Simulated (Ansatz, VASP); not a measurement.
## One calculation of MnSi, two programs

File INCAR:

```
SYSTEM = MnSi
PREC = Accurate
ENCUT = 520
EDIFF = 1E-6
ISMEAR = -1
SIGMA = 0.1
LREAL = .FALSE.
LASPH = .TRUE.
NELM = 150
ALGO = Normal
ISIF = 2
LWAVE = .FALSE.
LCHARG = .FALSE.
ISPIN = 2
MAGMOM = 4.5 4.5 4.5 4.5 0 0 0 0
LORBIT = 11
LMAXMIX = 4
GGA = PE
NBANDS = 48
```

The input KPOINTS:

```
Automatic mesh
0
G
  5 5 5
  0 0 0
```

The input POSCAR:

```
MnSi
1.0
    4.5480000000      0.0000000000      0.0000000000
    0.0000000000      4.5480000000      0.0000000000
    0.0000000000      0.0000000000      4.5480000000
Mn Si
4 4
Direct
    0.1380000000      0.1380000000      0.1380000000
    0.3620000000      0.8620000000      0.6380000000
    0.6380000000      0.3620000000      0.8620000000
    0.8620000000      0.6380000000      0.3620000000
    0.8460000000      0.8460000000      0.8460000000
    0.6540000000      0.1540000000      0.3460000000
    0.3460000000      0.6540000000      0.1540000000
    0.1540000000      0.3460000000      0.6540000000
```

Input for Ansatz:

```yaml
crystal:
  lattice:
    - [4.548, 0.0, 0.0]
    - [0.0, 4.548, 0.0]
    - [0.0, 0.0, 4.548]
  atoms:
    - { symbol: Mn, position: [0.138, 0.138, 0.138], spin: 4.5 }
    - { symbol: Mn, position: [0.362, 0.862, 0.638], spin: 4.5 }
    - { symbol: Mn, position: [0.638, 0.362, 0.862], spin: 4.5 }
    - { symbol: Mn, position: [0.862, 0.638, 0.362], spin: 4.5 }
    - { symbol: Si, position: [0.846, 0.846, 0.846] }
    - { symbol: Si, position: [0.654, 0.154, 0.346] }
    - { symbol: Si, position: [0.346, 0.654, 0.154] }
    - { symbol: Si, position: [0.154, 0.346, 0.654] }
magnetization:
  spin_polarized: true
hamiltonian:
  xc: pbe
  pseudopotentials: { kind: paw }
basis:
  ecutwfc: 420
kpoints:
  mp_grid: { grid: [5, 5, 5] }
scf:
  occupations: { method: fermi_dirac, width: 0.1 }
  lower_state_search: "off"
output:
  forces: true
  stress: true
```

Alike in both runs: task single point; functional PBE; k mesh 5 × 5 × 5; occupations fermi-dirac, width 0.1 eV; collinear spin.

|  | VASP | Ansatz |
| --- | --- | --- |
| version | VASP 6.6.1 | Ansatz 0.2.0 |
| potentials or method | VASP PAW PBE potentials, release 64 (Mn_pv, Si), cutoff 520 eV | PAW, plane waves, scalar-relativistic |
| valence electrons in the cell | 68 | 76 |

```tsv
	VASP	Ansatz	Ansatz less VASP
pressure (GPa)	-4.4	-4.4	-0.01
rms of the force components (eV/Å)	0.098	0.103	+0.0051
net moment per atom (μB)	0.48	0.48	-0.001
size of the moment on the site where the two differ most (μB)	1.03	0.99	-0.049
```

Site moments also hang on the region over which each program counts them. Atom by atom the forces differ by 0.006 eV/Å (rms over components). VASP's potentials hold 68 valence electrons a cell and Ansatz's 76, so a difference there can come from the potentials and not from the codes.
